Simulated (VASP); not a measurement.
The system is V.

```
V
1.0
    -1.51435    1.51435    1.51435
     1.51435   -1.51435    1.51435
     1.51435    1.51435   -1.51435
V
1
Direct
  0.00000 0.00000 0.00000
```

```yaml
Program: VASP 6.6.1
Task: relaxation of cell and atoms
Functional: PBE
Dispersion: D3(BJ)
Potentials_or_basis: VASP PAW PBE potentials, release 64 (V_sv)
Cutoff: 600 eV
k_mesh: 12 × 12 × 12
Occupations: fermi-dirac, width 0.05 eV
Spin: collinear spin, ferromagnetic start
Starting_moments: "[2.0] μB"
```

At the start: pressure -13.1 GPa; volume 13.89 Å³/atom.

**Question.** Where does the relaxation end?

**Answer.** Over 4 steps the energy falls by 45.4 meV/atom and the volume is 12.84 Å³/atom (-7.5 %); space group Im-3m (No. 229, to 0.1 Å) before and after; moment 0.00 μB per cell.

The path:
```
step  energy change (eV)  largest force (eV/Å)  pressure (GPa)  volume (Å³)
   1              0.0000                0.0000          -13.13        13.89
   2              0.0223                0.0000           20.89        11.73
   3             -0.0454                0.0000           -0.27        12.86
   4             -0.0454                0.0000            0.05        12.84
```

Final structure:
```
V
1.0
    -1.47529    1.47529    1.47529
     1.47529   -1.47529    1.47529
     1.47529    1.47529   -1.47529
V
1
Direct
  0.00000 0.00000 0.00000
```

Caveat: the moments typed at the start vanished in this run.
